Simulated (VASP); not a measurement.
# Si3B2 (P4/mbm) in VASP: notebook

Runs on Si3B2. Level: PBE. Tasks: single point, relaxation of cell and atoms.

All numbers are computed with VASP 6.6.1; they aren't measurements. Logs are shortened: lines on timing, memory, paths and dates and some standing lists are left out, and cuts for length are marked.

## (1) The cell of the first run

It takes space group P4/mbm (No. 127, tetragonal). Conventional cell: a = 5.273 Å, b = 5.273 Å, c = 4.129 Å, α = 90.00°, β = 90.00°, γ = 90.00°. Si (site symmetry 4/m) has 4 B at 2.13 Å and 8 Si at 2.84 Å within 2.9 Å. Within 3.0 Å of Si (site symmetry m2m) lie 4 B at 2.12 to 2.98 Å and 9 Si at 2.61 to 2.84 Å. B (site symmetry m2m) has 1 B at 1.69 Å and 4 Si at 2.12 to 2.13 Å within 2.2 Å.

## (2) Single point, PBE

INCAR

```
PREC = Accurate ; ENCUT = 520
EDIFF = 1E-7 ; ISMEAR = 0
SIGMA = 0.1 ; LREAL = F
LASPH = T ; NELM = 80
ALGO = Normal ; ISIF = 2
LWAVE = F ; LCHARG = F
GGA = PE ; NBANDS = 29
```

KPOINTS

```
Automatic mesh
0
Gamma
  6 6 12
```

POSCAR

```
Si3B2
1.0
    5.2729090861      0.0000000000      0.0000000000
    0.0000000000      5.2729090861      0.0000000000
    0.0000000000      0.0000000000      4.1292316108
Si B
6 4
Direct
    0.0000000000      0.0000000000      0.0000000000
    0.5000000000      0.5000000000      0.0000000000
    0.3250175529      0.8250175529      0.5000000000
    0.1749824471      0.3250175529      0.5000000000
    0.6749824471      0.1749824471      0.5000000000
    0.8250175529      0.6749824471      0.5000000000
    0.3867800285      0.8867800285      0.0000000000
    0.1132199715      0.3867800285      0.0000000000
    0.6132199715      0.1132199715      0.0000000000
    0.8867800285      0.6132199715      0.0000000000
```

Potentials or basis: VASP PAW PBE potentials, release 64 (Si, B).

On the command line:

```bash
cat potpaw_PBE.64/Si/POTCAR potpaw_PBE.64/B/POTCAR > POTCAR
mpirun -np 1 vasp_std > vasp.out
```

OUTCAR:

```text
PREC = Accurate
   ENCUT = 520
   EDIFF = 1E-7
   ISMEAR = 0
   LREAL = F
   LASPH = T
   NELM = 80
   ISIF = 2
   GGA = PE

 ion  position               nearest neighbor table
   1  0.000  0.000  0.000-   7 2.13   8 2.13   9 2.13  10 2.13   3 2.84   4 2.84   5 2.84   6 2.84
                             3 2.84   4 2.84   5 2.84   6 2.84
   2  0.500  0.500  0.000-   7 2.13   8 2.13   9 2.13  10 2.13   3 2.84   4 2.84   5 2.84   6 2.84
                             3 2.84   4 2.84   5 2.84   6 2.84
   3  0.325  0.825  0.500-   7 2.12   7 2.12   5 2.61   4 2.75   6 2.75   4 2.75   6 2.75   2 2.84
                             1 2.84   2 2.84   1 2.84
   4  0.175  0.325  0.500-   8 2.12   8 2.12   6 2.61   5 2.75   3 2.75   3 2.75   5 2.75   2 2.84
                             1 2.84   2 2.84   1 2.84
   5  0.675  0.175  0.500-   9 2.12   9 2.12   3 2.61   4 2.75   6 2.75   6 2.75   4 2.75   2 2.84
                             1 2.84   2 2.84   1 2.84
   6  0.825  0.675  0.500-  10 2.12  10 2.12   4 2.61   3 2.75   5 2.75   5 2.75   3 2.75   2 2.84
                             1 2.84   2 2.84   1 2.84
   7  0.387  0.887  0.000-   9 1.69   3 2.12   3 2.12   2 2.13   1 2.13
   8  0.113  0.387  0.000-  10 1.69   4 2.12   4 2.12   2 2.13   1 2.13
   9  0.613  0.113  0.000-   7 1.69   5 2.12   5 2.12   2 2.13   1 2.13
  10  0.887  0.613  0.000-   8 1.69   6 2.12   6 2.12   2 2.13   1 2.13

  LATTYP: Found a simple tetragonal cell.
 ALAT       =     5.2729090861
 C/A-ratio  =     0.7831031302

  Lattice vectors:

 A1 = (   5.2729090861,   0.0000000000,   0.0000000000)
 A2 = (   0.0000000000,   5.2729090861,   0.0000000000)
 A3 = (   0.0000000000,   0.0000000000,   4.1292316108)

Analysis of symmetry for initial positions (statically):
=====================================================================
 Subroutine PRICEL returns:
 Original cell was already a primitive cell.

 Routine SETGRP: Setting up the symmetry group for a
 simple tetragonal supercell.

 Subroutine GETGRP returns: Found 16 space group operations
 (whereof  8 operations were pure point group operations)
 out of a pool of 16 trial point group operations.

The static configuration has the point symmetry C_4h.
 The point group associated with its full space group is D_4h.

Analysis of symmetry for dynamics (positions and initial velocities):
=====================================================================
 Subroutine PRICEL returns:
 Original cell was already a primitive cell.

 Routine SETGRP: Setting up the symmetry group for a
 simple tetragonal supercell.

 Subroutine GETGRP returns: Found 16 space group operations
 (whereof  8 operations were pure point group operations)
 out of a pool of 16 trial point group operations.

The dynamic configuration has the point symmetry C_4h.
 The point group associated with its full space group is D_4h.

 Subroutine INISYM returns: Found 16 space group operations
 (whereof  8 operations are pure point group operations),
 and found     1 'primitive' translations

----------------------------------------------------------------------------------------

                                     Primitive cell

  volume of cell :     114.8074

  direct lattice vectors                    reciprocal lattice vectors
     5.272909086  0.000000000  0.000000000     0.189648633  0.000000000  0.000000000
     0.000000000  5.272909086  0.000000000     0.000000000  0.189648633  0.000000000
     0.000000000  0.000000000  4.129231611     0.000000000  0.000000000  0.242175808

  length of vectors
     5.272909086  5.272909086  4.129231611     0.189648633  0.189648633  0.242175808

  position of ions in fractional coordinates (direct lattice)
     0.000000000  0.000000000  0.000000000
     0.500000000  0.500000000  0.000000000
     0.325017553  0.825017553  0.500000000
     0.174982447  0.325017553  0.500000000
     0.674982447  0.174982447  0.500000000
     0.825017553  0.674982447  0.500000000
     0.386780028  0.886780028  0.000000000
     0.113219972  0.386780028  0.000000000
     0.613219972  0.113219972  0.000000000
     0.886780028  0.613219972  0.000000000

  ion indices of the primitive-cell ions
   primitive index   ion index
                 1           1
                 2           2
                 3           3
                 4           4
                 5           5
                 6           6
                 7           7
                 8           8
                 9           9
                10          10

----------------------------------------------------------------------------------------

 KPOINTS: Automatic mesh

Automatic generation of k-mesh.
 Grid dimensions read from file:
 generate k-points for:    6    6   12

 Generating k-lattice:

  Cartesian coordinates                     Fractional coordinates (reciprocal lattice)
     0.031608105  0.000000000  0.000000000     0.166666667  0.000000000  0.000000000
     0.000000000  0.031608105  0.000000000     0.000000000  0.166666667  0.000000000
     0.000000000  0.000000000  0.020181317     0.000000000  0.000000000  0.083333333

  Length of vectors
     0.031608105  0.031608105  0.020181317

  Shift w.r.t. Gamma in fractional coordinates (k-lattice)
     0.000000000  0.000000000  0.000000000

 Subroutine IBZKPT returns following result:
 ===========================================

 Found     70 irreducible k-points:

 Following reciprocal coordinates:
            Coordinates               Weight
  0.000000  0.000000  0.000000      1.000000
  0.166667  0.000000  0.000000      4.000000
  0.333333  0.000000  0.000000      4.000000
  0.500000  0.000000  0.000000      2.000000
  0.166667  0.166667  0.000000      4.000000
  0.333333  0.166667  0.000000      8.000000
[... 16 lines left out ...]
  0.333333  0.000000  0.166667      8.000000
  0.500000  0.000000  0.166667      4.000000
 [... further k-points ...]
   k-points           NKPTS =     70   k-points in BZ     NKDIM =     70   number of bands    NBANDS=     29
   number of dos      NEDOS =    301   number of ions     NIONS =     10
   total plane-waves  NPLWV =  51200
   dimension x,y,z NGX =    40 NGY =   40 NGZ =   32
   dimension x,y,z NGXF=    80 NGYF=   80 NGZF=   64
   ions per type =               6   4
   NGX,Y,Z   is equivalent  to a cutoff of  12.61, 12.61, 12.88 a.u.
   NGXF,Y,Z  is equivalent  to a cutoff of  25.22, 25.22, 25.77 a.u.
 SYSTEM =  unknown system
   PREC   = accura    normal or accurate (medium, high low for compatibility)
   ISTART =      0    job   : 0-new  1-cont  2-samecut
   ICHARG =      2    charge: 1-file 2-atom 10-const
   ISPIN  =      1    spin polarized calculation?
   LNONCOLLINEAR =      F non collinear calculations
   LSORBIT =      F    spin-orbit coupling
   LASPH  =      T    aspherical Exc in radial PAW
   ENCUT  =  520.0 eV  38.22 Ry    6.18 a.u.   9.80  9.80  7.68*2*pi/ulx,y,z
   NELM   =     80;   NELMIN=  2; NELMDL= -5     # of ELM steps
   EDIFF  = 0.1E-06   stopping-criterion for ELM
   LREAL  =      F    real-space projection
   EDIFFG = 0.1E-05   stopping-criterion for IOM
   NSW    =      0    number of steps for IOM
   IBRION =     -1    ionic relax: 0-MD 1-quasi-New 2-CG
   NFREE  =      0    steps in history (QN), initial steepest desc. (CG)
   ISIF   =      2    stress and relaxation
   ISYM   =      2    0-nonsym 1-usesym 2-fastsym
   POTIM  = 0.5000    time-step for ionic-motion
   TEBEG  =    0.0;   TEEND  =   0.0 temperature during run
   PSTRESS=    0.0 pullay stress
   NELECT =      36.0000    total number of electrons
   NUPDOWN=      -1.0000    fix difference up-down
   EMIN   =  10.00;   EMAX   =-10.00  energy-range for DOS
   EFERMI =   0.00;   METHOD = LEGACY
   ISMEAR =     0;   SIGMA  =   0.10  broadening in eV -4-tet -1-fermi 0-gaus
   EFERMI_NEDOS =   21; number of points for ismear=-14 and -15
   IALGO  =     38    algorithm
   IMIX   =      4    mixing-type and parameters
     AMIX     =   0.40;   BMIX     =  1.00
     AMIX_MAG =   1.60;   BMIX_MAG =  1.00
  volume/ion in A,a.u.               =      11.48        77.48
  Fermi-wavevector in a.u.,A,eV,Ry     =   1.112207  2.101767 16.830475  1.237005
  Thomas-Fermi vector in A             =   2.248779
   LORBIT       =      0    0 simple, 1 ext, 2 COOP (PROOUT), +10 PAW based schemes
   GGA     = PE    functional components
   LHFCALC =     F    Hartree Fock is set to
   AEXX    =    0.0000 exact exchange contribution
   IVDW    =     0    specifies the selected vdW correction
   LEPSILON=     F    determine dielectric tensor
   LRPA    =     F    only Hartree local field effects (RPA)
 non-spin polarized calculation
 Gauss-broadening in eV      SIGMA  =   0.10
  energy-cutoff  :      520.00
  volume of cell :      114.81
 maximum number of plane-waves:      3116
 NGX is ok and might be reduce to    40
   NGX = 19   NGY = 19   NGZ = 15

 number of electron      35.9999998 magnetization

 Free energy of the ion-electron system (eV)
  ---------------------------------------------------
  ext. energy  EPLUGINS =         0.00000000
  ---------------------------------------------------
  free energy    TOTEN  =       -54.26343115 eV

  energy without entropy =      -54.24780703  energy(sigma->0) =      -54.25561909

 E-fermi :   9.0550     XC(G=0): -11.3498

 val. band max:        9.0276993160   @ k =   0.5000   0.1667   0.3333
 cond. band min:       9.0611753396   @ k =   0.3333   0.0000   0.3333
 fundamental gap:      0.0334760236
 Fermi energy:         9.0549959857

 k-point     1 :       0.0000    0.0000    0.0000
  band No.  band energies     occupation
      1      -5.5154      2.00000
      2      -1.0722      2.00000
      3      -0.6783      2.00000
      4      -0.6783      2.00000
      5      -0.4289      2.00000
      6       2.1178      2.00000
[... 21 lines left out ...]
     28      13.7775      0.00000
     29      14.3509      0.00000

 k-point     2 :       0.1667    0.0000    0.0000
  band No.  band energies     occupation
      1      -5.3791      2.00000
      2      -2.1725      2.00000
      3      -0.6580      2.00000
      4      -0.5588      2.00000
      5       0.9229      2.00000
      6       2.2439      2.00000
[... 696 lines left out ...]
 k-point    24 :       0.5000    0.0000    0.1667
  band No.  band energies     occupation
      1      -4.0753      2.00000
      2      -4.0753      2.00000
      3       0.2247      2.00000
      4       0.2247      2.00000
      5       1.0182      2.00000
      6       1.0182      2.00000
[... 21 lines left out ...]
     28      14.4292      0.00000
     29      15.2751      0.00000

 [... further k-points ...]
[... 5 lines left out ...]
  --------------------------------------------------------------------------------------
  -------------------------------------------------------------------------------------
  Total        0.0002769      0.0002769     -0.0351303      0.0000000     -0.0000000      0.0000000
  in kB        0.0038639      0.0038639     -0.4902562      0.0000000     -0.0000000      0.0000000
  external PRESSURE =      -0.1608428 kB  Pullay stress =       0.0000000 kB

 VOLUME and BASIS-vectors are now :
 -----------------------------------------------------------------------------
  energy-cutoff  :      520.00
  volume of cell :      114.81
      direct lattice vectors                 reciprocal lattice vectors
     5.272909086  0.000000000  0.000000000     0.189648633  0.000000000  0.000000000
     0.000000000  5.272909086  0.000000000     0.000000000  0.189648633  0.000000000
     0.000000000  0.000000000  4.129231611     0.000000000  0.000000000  0.242175808

 POSITION                                       TOTAL-FORCE (eV/Angst)
 -----------------------------------------------------------------------------------
      0.00000      0.00000      0.00000         0.000000      0.000000     -0.000000
      2.63645      2.63645      0.00000         0.000000      0.000000     -0.000000
      1.71379      4.35024      2.06462        -0.001422     -0.001422     -0.000000
      0.92267      1.71379      2.06462         0.001422     -0.001422     -0.000000
      3.55912      0.92267      2.06462         0.001422      0.001422     -0.000000
      4.35024      3.55912      2.06462        -0.001422      0.001422      0.000000
      2.03946      4.67591      0.00000        -0.006038     -0.006038     -0.000000
      0.59700      2.03946      0.00000         0.006038     -0.006038      0.000000
      3.23345      0.59700      0.00000         0.006038      0.006038     -0.000000
      4.67591      3.23345      0.00000        -0.006038      0.006038     -0.000000
 -----------------------------------------------------------------------------------
    total drift:                               -0.000000      0.000000     -0.000000

  FREE ENERGIE OF THE ION-ELECTRON SYSTEM (eV)
  ---------------------------------------------------
  free  energy   TOTEN  =       -54.2634311511 eV

  energy  without entropy=      -54.2478070331  energy(sigma->0) =      -54.25561909
```

It took 2.7 min on 1 thread of Intel Xeon Platinum 8259CL at 2.50GHz (Skylake/Cascade Lake), shared host; peak memory 0.32 GiB.

What came out:

```
Free energy            : -54.2634 eV
Pressure               : 0.0 GPa
Largest force          : 0.009 eV/Å
Band gap on the k mesh : zero (bands 18 and 19 overlap by 1.81 eV)
```

Forces in eV/Å, atoms in the order of the input:
```
Si   0.000  0.000  0.000
Si   0.000  0.000  0.000
Si  -0.001 -0.001  0.000
Si   0.001 -0.001  0.000
Si   0.001  0.001  0.000
Si  -0.001  0.001  0.000
B   -0.006 -0.006  0.000
B    0.006 -0.006  0.000
B    0.006  0.006  0.000
B   -0.006  0.006  0.000
```

## (3) Single point, PBE

INCAR

```
SYSTEM = Si3B2
  PREC = Accurate
  ENCUT = 520
  EDIFF = 1E-6
  ISMEAR = 0
  SIGMA = 0.1
  LREAL = .False.
  LASPH = .True.
  NELM = 60
  ALGO = Normal
  ISIF = 2
  LWAVE = .False.
  LCHARG = .False.
  GGA = PE
  NBANDS = 29
```

KPOINTS

```
Automatic mesh
0
Gamma
  8 8 10
  0 0 0
```

POSCAR

```
Si3B2
1.0
    5.2613612398      0.0000000000      0.0000000000
    0.0000000000      5.2613612398      0.0000000000
    0.0000000000      0.0000000000      4.1533110277
Si B
6 4
Direct
    0.0000000000      0.0000000000      0.0000000000
    0.5000000000      0.5000000000      0.0000000000
    0.3251674482      0.8251674482      0.5000000000
    0.1748325518      0.3251674482      0.5000000000
    0.6748325518      0.1748325518      0.5000000000
    0.8251674482      0.6748325518      0.5000000000
    0.3866739916      0.8866739916      0.0000000000
    0.1133260084      0.3866739916      0.0000000000
    0.6133260084      0.1133260084      0.0000000000
    0.8866739916      0.6133260084      0.0000000000
```

Potentials or basis: VASP PAW PBE potentials, release 64 (Si, B).

On the command line:

```bash
cat potpaw_PBE.64/Si/POTCAR potpaw_PBE.64/B/POTCAR > POTCAR
mpirun -np 1 vasp_std > vasp.out
```

It took 2.9 min on 1 thread of Intel Xeon Platinum 8259CL at 2.50GHz (Skylake/Cascade Lake), shared host; peak memory 0.35 GiB.

The run converged. Its results:

```yaml
Free_energy: -54.2952 eV
Pressure: 0.0 GPa
Largest_force: 0.010 eV/Å
Band_gap_on_the_k_mesh: zero (bands 18 and 19 overlap by 1.91 eV)
```

Forces in eV/Å, atoms in the order of the input:
```
Si   0.000  0.000  0.000
Si   0.000  0.000  0.000
Si  -0.007 -0.007  0.000
Si   0.007 -0.007  0.000
Si   0.007  0.007  0.000
Si  -0.007  0.007  0.000
B   -0.003 -0.003  0.000
B    0.003 -0.003  0.000
B    0.003  0.003  0.000
B   -0.003  0.003  0.000
```

Levels at points of the mesh, in eV from the Fermi level:
```tsv
k point	band 16	band 17	band 18	band 19	band 20	band 21
(0.00, 0.00, 0.00)	-1.91	-1.91	-1.23	-0.90	1.74	1.89
(0.50, 0.00, 0.00)	-1.29	-0.81	-0.81	-0.31	-0.31	0.75
(0.50, 0.50, 0.00)	-3.24	-3.20	-3.20	0.10	0.10	2.90
(0.00, 0.00, 0.50)	-2.33	-2.22	-1.80	1.47	2.68	3.16
(0.50, 0.00, 0.50)	-0.88	-0.12	-0.12	1.63	1.63	3.69
(0.50, 0.50, 0.50)	-0.85	-0.47	-0.47	0.33	0.33	1.68
```

(Part 1 of 2 ends here.)

The gap in the log of VASP goes by the Fermi energy; the results here count the filled bands.